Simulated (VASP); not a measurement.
Crystal: CsBa.

```
CELL_PARAMETERS angstrom
4.47415 0.00000 0.00000
0.00000 4.47415 0.00000
0.00000 0.00000 7.75523
ATOMIC_POSITIONS crystal
Cs 0.50000 0.50000 0.50000
Ba 0.00000 0.00000 0.00000
```

```yaml
Program: VASP 6.6.1
Task: relaxation of cell and atoms
Functional: PBE
Potentials_or_basis: VASP PAW PBE potentials, release 64 (Cs_sv, Ba_sv)
Cutoff: 600 eV
k_mesh: 12 × 12 × 8
Occupations: gaussian, width 0.1 eV
Spin: no spin polarisation
```

At the start: pressure 0.3 GPa; volume 77.62 Å³/atom.

Question: Where does the relaxation end?

Answer: Over 7 steps the energy falls by 5.1 meV/atom and the volume is 82.90 Å³/atom (+6.8 %); space group P4/mmm (No. 123, to 0.1 Å) before and after.

Step by step:
```tsv
step	energy change (eV)	largest force (eV/Å)	pressure (GPa)	volume (Å³)
1	0.0000	0.0000	0.31	155.24
2	-0.0056	0.0000	0.20	158.66
3	-0.0100	0.0000	-0.03	166.83
4	-0.0101	0.0000	0.00	165.74
5	-0.0101	0.0000	-0.01	165.95
6	-0.0102	0.0000	-0.01	165.92
7	-0.0103	0.0000	-0.01	165.80
```

Final structure:
```xyz
2
Lattice="4.5990 0.0000 0.0000 0.0000 4.5990 0.0000 0.0000 0.0000 7.8386" Properties=species:S:1:pos:R:3 pbc="T T T"
Cs    2.2995    2.2995    3.9193
Ba    0.0000    0.0000    0.0000
```
